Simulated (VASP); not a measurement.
Ru, 1 atom in the cell. Symmetry: R-3m, No. 166, trigonal system. Conventional cell: a = 2.546 Å, b = 2.546 Å, c = 6.583 Å, α = 90.00°, β = 90.00°, γ = 120.00°. Ru (site symmetry -3m) has 12 Ru at 2.55 to 2.64 Å within 3.4 Å. 

```yaml
Program: VASP 6.6.1
Task: single point
Functional: PBE
Potentials_or_basis: VASP PAW PBE potentials, release 64 (Ru_pv)
Cutoff: 520 eV
k_mesh: 20 × 20 × 20
Occupations: gaussian, width 0.15 eV
Spin: no spin polarisation
Dipole_correction: no
Further_INCAR_settings: ALGO = Normal; EDIFF = 1e-07; NBANDS = 13
```

Potentials or basis: VASP PAW PBE potentials, release 64 (Ru_pv).

Command:

```sh
$ cat potpaw_PBE.64/Ru_pv/POTCAR > POTCAR
$ mpirun -np 1 vasp_std > vasp.out
```

Hardware: 1 thread of AMD EPYC 9R45 96-Core Processor (Zen 5), with other jobs on the host.

How long does it take, and how much memory?

It took 63 s on 1 thread of AMD EPYC 9R45 96-Core Processor (Zen 5), with other jobs on the host, peak memory 0.19 GiB. Counts: scf iterations 13, k points 781.
